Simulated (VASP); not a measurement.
Crystal: Co.

```
Co
1.0
     2.49371    0.00000    0.00000
    -1.24686    2.15962    0.00000
     0.00000    0.00000    4.03009
Co
2
Cartesian
  0.0000 1.4397 1.0075
  1.2469 0.7199 3.0226
```

Base run:

```yaml
Program: VASP 6.6.1
Functional: PBE
Potentials_or_basis: VASP PAW PBE potentials, release 64 (Co)
Cutoff: 520 eV
k_mesh: 20 × 20 × 12
Occupations: gaussian, width 0.05 eV
Spin: no spin polarisation
```

Its results: pressure -11.8 GPa.

Question: The run is repeated on the same cell with these changes: spin from no spin polarisation to collinear spin, ferromagnetic start; further incar settings from ALGO = Normal; EDIFF = 1e-07; NBANDS = 16 to ALGO = Normal; EDIFF = 1e-07; NBANDS = 20. What comes out?

Answer: Pressure -0.7 GPa; net moment 3.20 μB per cell; site moments Co +1.62 μB.
